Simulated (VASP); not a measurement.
# C (P1) in VASP: single point with LDA

Aim: the single point of C with LDA.

Program: VASP 6.6.1. These are calculated values, not measurements. Logs are shortened: lines on timing, memory, paths and dates and some standing lists are left out, and cuts for length are marked.

## 1. The cell of the first run

The typed cell holds 8 atoms: a = 4.387 Å, b = 4.387 Å, c = 4.387 Å, α = 68.09°, β = 68.09°, γ = 68.09°.

## 2. Single point, LDA (atoms moved at random)

INCAR

```
PREC = Accurate
ENCUT = 520
EDIFF = 1E-6
ISMEAR = 0
SIGMA = 0.05
LREAL = F
LASPH = T
NELM = 80
ALGO = Normal
ISIF = 2
LWAVE = F
LCHARG = T
GGA = CA
LELF = T
LVHAR = T
NBANDS = 26
```

KPOINTS

```
Automatic mesh
0
Gamma
  6 6 6
```

POSCAR

```
C
1.0
    2.4560526930     -1.4180026834      3.3470108394
    0.0000000000      2.8360053668      3.3470108394
   -2.4560526930     -1.4180026834      3.3470108394
C
8
Direct
    0.1410539653      0.1714004767      0.1488538426
    0.6611280854      0.1534124699      0.6851123317
    0.1660731200      0.6714864367      0.6601884659
    0.6670137121      0.6555249901      0.1687447888
    0.8240747032      0.8499917210      0.8365920078
    0.3355264006      0.8359802208      0.3525027518
    0.8656925056      0.3073783688      0.3159318682
    0.3394375077      0.3548253161      0.8320739431
```

Potentials or basis: VASP PAW LDA potentials, release 64 (C).

Run with:

```
$ cat potpaw_LDA.64/C/POTCAR > POTCAR
$ mpirun -np 1 vasp_std > vasp.out
```

OUTCAR:

```text
PREC = Accurate
   ENCUT = 520
   EDIFF = 1E-6
   ISMEAR = 0
   LREAL = F
   LASPH = T
   NELM = 80
   ISIF = 2
   GGA = CA

 ion  position               nearest neighbor table
   1  0.141  0.171  0.149-   7 1.22   8 1.46   6 1.53
   2  0.661  0.153  0.685-   5 1.31   8 1.42   7 1.56
   3  0.166  0.671  0.660-   6 1.35   8 1.39   5 1.47
   4  0.667  0.656  0.169-   5 1.44   6 1.46   7 1.48
   5  0.824  0.850  0.837-   2 1.31   4 1.44   3 1.47
   6  0.336  0.836  0.353-   3 1.35   4 1.46   1 1.53
   7  0.866  0.307  0.316-   1 1.22   4 1.48   2 1.56
   8  0.339  0.355  0.832-   3 1.39   2 1.42   1 1.46

  LATTYP: Found a trigonal (rhomboedric) cell.
 ALAT       =     4.3869588555
 COS(alpha) =     0.3731289219

  Lattice vectors:

 A1 = (   2.4560526930,  -1.4180026834,   3.3470108394)
 A2 = (   0.0000000000,   2.8360053668,   3.3470108394)
 A3 = (  -2.4560526930,  -1.4180026834,   3.3470108394)

Analysis of symmetry for initial positions (statically):
=====================================================================
 Subroutine PRICEL returns:
 Original cell was already a primitive cell.

 Routine SETGRP: Setting up the symmetry group for a
 trigonal (rhombohedral) supercell.

 Subroutine GETGRP returns: Found  1 space group operations
 (whereof  1 operations were pure point group operations)
 out of a pool of 12 trial point group operations.

The static configuration has the point symmetry C_1 .

Analysis of symmetry for dynamics (positions and initial velocities):
=====================================================================
 Subroutine PRICEL returns:
 Original cell was already a primitive cell.

 Routine SETGRP: Setting up the symmetry group for a
 trigonal (rhombohedral) supercell.

 Subroutine GETGRP returns: Found  1 space group operations
 (whereof  1 operations were pure point group operations)
 out of a pool of 12 trial point group operations.

The dynamic configuration has the point symmetry C_1 .

 Subroutine INISYM returns: Found  1 space group operations
 (whereof  1 operations are pure point group operations),
 and found     1 'primitive' translations

----------------------------------------------------------------------------------------

                                     Primitive cell

  volume of cell :      69.9396

  direct lattice vectors                    reciprocal lattice vectors
     2.456052693 -1.418002683  3.347010839     0.203578694 -0.117536214  0.099591352
     0.000000000  2.836005367  3.347010839     0.000000000  0.235072428  0.099591352
    -2.456052693 -1.418002683  3.347010839    -0.203578694 -0.117536214  0.099591352

  length of vectors
     4.386958856  4.386958855  4.386958856     0.255298812  0.255298812  0.255298812

  position of ions in fractional coordinates (direct lattice)
     0.141053965  0.171400477  0.148853843
     0.661128085  0.153412470  0.685112332
     0.166073120  0.671486437  0.660188466
     0.667013712  0.655524990  0.168744789
     0.824074703  0.849991721  0.836592008
     0.335526401  0.835980221  0.352502752
     0.865692506  0.307378369  0.315931868
     0.339437508  0.354825316  0.832073943

  ion indices of the primitive-cell ions
   primitive index   ion index
                 1           1
                 2           2
                 3           3
                 4           4
                 5           5
                 6           6
                 7           7
                 8           8

----------------------------------------------------------------------------------------

 KPOINTS: Automatic mesh

Automatic generation of k-mesh.
 Grid dimensions read from file:
 generate k-points for:    6    6    6

 Generating k-lattice:

  Cartesian coordinates                     Fractional coordinates (reciprocal lattice)
     0.033929782 -0.019589369  0.016598559     0.166666667  0.000000000  0.000000000
     0.000000000  0.039178738  0.016598559     0.000000000  0.166666667  0.000000000
    -0.033929782 -0.019589369  0.016598559     0.000000000  0.000000000  0.166666667

  Length of vectors
     0.042549802  0.042549802  0.042549802

  Shift w.r.t. Gamma in fractional coordinates (k-lattice)
     0.000000000  0.000000000  0.000000000

 Subroutine IBZKPT returns following result:
 ===========================================

 Found    112 irreducible k-points:

 Following reciprocal coordinates:
            Coordinates               Weight
  0.000000  0.000000  0.000000      1.000000
  0.166667  0.000000 -0.000000      2.000000
  0.000000  0.166667  0.000000      2.000000
 -0.000000  0.000000  0.166667      2.000000
  0.333333  0.000000 -0.000000      2.000000
  0.000000  0.333333  0.000000      2.000000
[... 16 lines left out ...]
 -0.166667  0.500000  0.000000      2.000000
  0.166667  0.000000  0.500000      2.000000
 [... further k-points ...]
   k-points           NKPTS =    112   k-points in BZ     NKDIM =    112   number of bands    NBANDS=     26
   number of dos      NEDOS =    301   number of ions     NIONS =      8
   total plane-waves  NPLWV =  46656
   dimension x,y,z NGX =    36 NGY =   36 NGZ =   36
   dimension x,y,z NGXF=    72 NGYF=   72 NGZF=   72
   ions per type =               8
   NGX,Y,Z   is equivalent  to a cutoff of  13.64, 13.64, 13.64 a.u.
   NGXF,Y,Z  is equivalent  to a cutoff of  27.28, 27.28, 27.28 a.u.
 SYSTEM =  unknown system
   PREC   = accura    normal or accurate (medium, high low for compatibility)
   ISTART =      0    job   : 0-new  1-cont  2-samecut
   ICHARG =      2    charge: 1-file 2-atom 10-const
   ISPIN  =      1    spin polarized calculation?
   LNONCOLLINEAR =      F non collinear calculations
   LSORBIT =      F    spin-orbit coupling
   LASPH  =      T    aspherical Exc in radial PAW
   ENCUT  =  520.0 eV  38.22 Ry    6.18 a.u.   8.16  8.16  8.16*2*pi/ulx,y,z
   NELM   =     80;   NELMIN=  2; NELMDL= -5     # of ELM steps
   EDIFF  = 0.1E-05   stopping-criterion for ELM
   LREAL  =      F    real-space projection
   EDIFFG = 0.1E-04   stopping-criterion for IOM
   NSW    =      0    number of steps for IOM
   IBRION =     -1    ionic relax: 0-MD 1-quasi-New 2-CG
   NFREE  =      0    steps in history (QN), initial steepest desc. (CG)
   ISIF   =      2    stress and relaxation
   ISYM   =      2    0-nonsym 1-usesym 2-fastsym
   POTIM  = 0.5000    time-step for ionic-motion
   TEBEG  =    0.0;   TEEND  =   0.0 temperature during run
   PSTRESS=    0.0 pullay stress
   NELECT =      32.0000    total number of electrons
   NUPDOWN=      -1.0000    fix difference up-down
   EMIN   =  10.00;   EMAX   =-10.00  energy-range for DOS
   EFERMI =   0.00;   METHOD = LEGACY
   ISMEAR =     0;   SIGMA  =   0.05  broadening in eV -4-tet -1-fermi 0-gaus
   EFERMI_NEDOS =   21; number of points for ismear=-14 and -15
   IALGO  =     38    algorithm
   IMIX   =      4    mixing-type and parameters
     AMIX     =   0.40;   BMIX     =  1.00
     AMIX_MAG =   1.60;   BMIX_MAG =  1.00
  volume/ion in A,a.u.               =       8.74        59.00
  Fermi-wavevector in a.u.,A,eV,Ry     =   1.261490  2.383870 21.651724  1.591357
  Thomas-Fermi vector in A             =   2.394946
   LORBIT       =      0    0 simple, 1 ext, 2 COOP (PROOUT), +10 PAW based schemes
   GGA     = CA    functional components
   LHFCALC =     F    Hartree Fock is set to
   AEXX    =    0.0000 exact exchange contribution
   IVDW    =     0    specifies the selected vdW correction
   LEPSILON=     F    determine dielectric tensor
   LRPA    =     F    only Hartree local field effects (RPA)
 non-spin polarized calculation
 Gauss-broadening in eV      SIGMA  =   0.05
  energy-cutoff  :      520.00
  volume of cell :       69.94
 maximum number of plane-waves:      1902
 NGX is ok and might be reduce to    36
   NGX = 17   NGY = 17   NGZ = 17

 number of electron      32.0000000 magnetization

 Free energy of the ion-electron system (eV)
  ---------------------------------------------------
  ext. energy  EPLUGINS =         0.00000000
  ---------------------------------------------------
  free energy    TOTEN  =       -78.51968224 eV

  energy without entropy =      -78.51968224  energy(sigma->0) =      -78.51968224

 E-fermi :   4.5634     XC(G=0): -10.7900

 val. band max:        4.3785292680   @ k =  -0.0000  -0.3333   0.3333
 cond. band min:       4.7485062928   @ k =  -0.0000  -0.3333   0.3333
 fundamental gap:      0.3699770247
 Fermi energy:         4.5634346256

 k-point     1 :       0.0000    0.0000    0.0000
  band No.  band energies     occupation
      1     -14.9371      2.00000
      2     -10.2904      2.00000
      3      -9.7000      2.00000
      4      -9.1305      2.00000
      5      -8.5219      2.00000
      6      -8.2234      2.00000
[... 18 lines left out ...]
     25      14.4381      0.00000
     26      15.9731      0.00000

 k-point     2 :       0.1667    0.0000   -0.0000
  band No.  band energies     occupation
      1     -14.7684      2.00000
      2     -10.9518      2.00000
      3     -10.2875      2.00000
      4      -9.4914      2.00000
      5      -8.0022      2.00000
      6      -7.2988      2.00000
[... 18 lines left out ...]
     25      14.4813      0.00000
     26      15.1920      0.00000

 k-point     3 :       0.0000    0.1667    0.0000
  band No.  band energies     occupation
      1     -14.7654      2.00000
      2     -10.9766      2.00000
      3     -10.3518      2.00000
      4      -9.2576      2.00000
      5      -8.2306      2.00000
      6      -7.3694      2.00000
[... 572 lines left out ...]
 k-point    23 :      -0.1667    0.5000    0.0000
  band No.  band energies     occupation
      1     -13.6926      2.00000
      2     -12.8440      2.00000
      3     -11.6067      2.00000
      4      -8.8356      2.00000
      5      -7.4521      2.00000
      6      -5.1420      2.00000
[... 18 lines left out ...]
     25      14.4667      0.00000
     26      15.2205      0.00000

 k-point    24 :       0.1667    0.0000    0.5000
  band No.  band energies     occupation
      1     -13.6822      2.00000
      2     -12.8678      2.00000
      3     -11.5773      2.00000
      4      -8.8247      2.00000
      5      -7.5521      2.00000
      6      -5.1329      2.00000
[... 18 lines left out ...]
     25      14.8109      0.00000
     26      15.1177      0.00000

 [... further k-points ...]

------------------------ aborting loop because EDIFF is reached ----------------------------------------

  FORCE on cell =-STRESS in cart. coord.  units (eV):
  Direction    XX          YY          ZZ          XY          YZ          ZX
  --------------------------------------------------------------------------------------
  -------------------------------------------------------------------------------------
  Total        4.9725154      2.5696134     -1.0605098     -2.8443223      0.4613178     -0.5827463
  in kB      113.9104625     58.8647457    -24.2941748    -65.1577814     10.5678755    -13.3495609
  external PRESSURE =      49.4936778 kB  Pullay stress =       0.0000000 kB

 VOLUME and BASIS-vectors are now :
 -----------------------------------------------------------------------------
  energy-cutoff  :      520.00
  volume of cell :       69.94
      direct lattice vectors                 reciprocal lattice vectors
     2.456052693 -1.418002683  3.347010839     0.203578694 -0.117536214  0.099591352
     0.000000000  2.836005367  3.347010839     0.000000000  0.235072428  0.099591352
    -2.456052693 -1.418002683  3.347010839    -0.203578694 -0.117536214  0.099591352

 POSITION                                       TOTAL-FORCE (eV/Angst)
 -----------------------------------------------------------------------------------
     -0.01916      0.07500      1.54400        10.068457     -7.753787      2.196606
     -0.05891     -1.47389      5.01935         3.355226      5.544457      0.498937
     -1.21357      0.73270      5.01298        -2.284109      0.279530      1.117714
      1.22377      0.67396      4.99134        -0.173284      0.350554      1.082166
     -0.03074      0.05575      8.40320        -0.335717     -6.113006     -0.927049
     -0.04169      1.39522      5.10088         3.961278      1.815067     -2.177253
      1.35024     -0.80382      4.98371       -13.597711      7.684218      0.315358
     -1.20994     -0.65492      5.10867        -0.994140     -1.807033     -2.106480
 -----------------------------------------------------------------------------------
    total drift:                                0.000093      0.000289      0.000291

  FREE ENERGIE OF THE ION-ELECTRON SYSTEM (eV)
  ---------------------------------------------------
  free  energy   TOTEN  =       -78.5196822378 eV

  energy  without entropy=      -78.5196822372  energy(sigma->0) =      -78.51968224
```

It took 71 s on 1 thread of Intel Xeon 6975P-C (Granite Rapids), shared host; peak memory 0.24 GiB.

What came out:

```yaml
Free_energy: -78.5197 eV
Pressure: 4.9 GPa
Largest_force: 15.622 eV/Å
```

Forces in eV/Å, atoms in the order of the input:
```
C    10.068  -7.754   2.197
C     3.355   5.544   0.499
C    -2.284   0.280   1.118
C    -0.173   0.351   1.082
C    -0.336  -6.113  -0.927
C     3.961   1.815  -2.177
C   -13.598   7.684   0.315
C    -0.994  -1.807  -2.106
```

Stress tensor (GPa, compression positive):
```
11.39 -6.52 -1.33
-6.52  5.89  1.06
-1.33  1.06 -2.43
```

Caveat: the cell differs from its parent crystal (atoms moved at random); the cell stands under pressure; forces of over 1 eV/Å act on the atoms, so gaps and moduli don't describe the material at rest.
